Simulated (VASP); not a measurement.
Al3RuN:

```
CELL_PARAMETERS angstrom
3.90522 0.00000 0.00000
0.00000 3.90522 0.00000
0.00000 0.00000 5.11679
ATOMIC_POSITIONS crystal
Al 0.00000 0.00000 0.72164
Al 0.50000 0.00000 0.64555
Al 0.00000 0.50000 0.64555
Ru 0.50000 0.50000 0.98968
N 0.00000 0.00000 0.42379
```

The cell was generated, and may not be a known phase.

| Quantity | Value |
| --- | --- |
| Program | VASP 6.6.1 |
| Task | relaxation of cell and atoms |
| Functional | PBE |
| Potentials or basis | VASP PAW PBE potentials, release 64 (Al, Ru_pv, N) |
| Cutoff | 600 eV |
| k mesh | 4 × 4 × 3 |
| Occupations | gaussian, width 0.2 eV |
| Spin | collinear spin, ferromagnetic start |
| Starting moments | [0.0, 0.0, 0.0, 1.0, 0.0] μB |

At the start: pressure 37.8 GPa; volume 15.61 Å³/atom.

Problem. Where does the relaxation end?

Solution. Over 27 steps the energy falls by 2829.9 meV/atom and the volume is 13.99 Å³/atom (-10.4 %); space group P4mm (No. 99, to 0.1 Å) before and after; moment 0.00 μB per cell.

The path:
| step | energy change (eV) | largest force (eV/Å) | pressure (GPa) | volume (Å³) |
| --- | --- | --- | --- | --- |
| 1 | 0.0000 | 20.6924 | 37.75 | 78.03 |
| 2 | -4.8784 | 3.3913 | -20.59 | 126.92 |
| 3 | -6.4535 | 4.1906 | -13.42 | 99.62 |
| 4 | -10.0541 | 4.6020 | -11.76 | 84.30 |
| 5 | -7.6266 | 12.3624 | 78.75 | 54.28 |
| 6 | -10.6597 | 5.5749 | -3.46 | 75.69 |
| 7 | -11.7200 | 3.8489 | 17.71 | 64.50 |
| 8 | -12.2107 | 5.4899 | 16.21 | 64.28 |
| 9 | -12.4362 | 3.0781 | 14.73 | 64.36 |
| 10 | -13.1080 | 0.8050 | -5.04 | 70.05 |
| 11 | -13.1095 | 0.8595 | -5.90 | 70.38 |
| 12 | -13.3407 | 0.9356 | -4.39 | 68.81 |
| 13 | -13.7064 | 1.1980 | 4.07 | 63.93 |
| 14 | -13.8113 | 0.8851 | 1.42 | 65.17 |
| 15 | -13.8242 | 1.1798 | 0.46 | 65.74 |
| 16 | -13.9268 | 1.0214 | 0.42 | 66.45 |
| 17 | -14.0053 | 1.1783 | 1.02 | 67.53 |
| 18 | -14.0655 | 0.8119 | 0.77 | 68.12 |
| 19 | -14.1307 | 0.3790 | 0.86 | 69.74 |
| 20 | -14.1313 | 0.3038 | 0.81 | 69.62 |
| 21 | -14.1399 | 0.0982 | -0.12 | 69.91 |
| 22 | -14.1423 | 0.1627 | -0.92 | 70.18 |
| 23 | -14.1454 | 0.1616 | -0.29 | 69.87 |
| 24 | -14.1464 | 0.1621 | 0.28 | 69.60 |
| 25 | -14.1476 | 0.0952 | 0.22 | 69.67 |
| 26 | -14.1486 | 0.0832 | 0.07 | 69.83 |
| 27 | -14.1494 | 0.0378 | -0.01 | 69.95 |

Final structure:
```
Al Ru N
1.0
     3.64619    0.00000    0.00000
     0.00000    3.64619    0.00000
     0.00000    0.00000    5.26163
Al Ru N
3 1 1
Direct
  0.00000 0.00000 0.03257
  0.50000 0.00000 0.55784
  0.00000 0.50000 0.55784
  0.50000 0.50000 0.88125
  0.00000 0.00000 0.39672
```

Caveat: the k points lie up to 0.43 Å⁻¹ apart in the final cell, too coarse for converged energies and pressures of a metal; the relaxation stopped at a loose force limit of 0.08 eV/Å, so its end isn't a converged minimum.
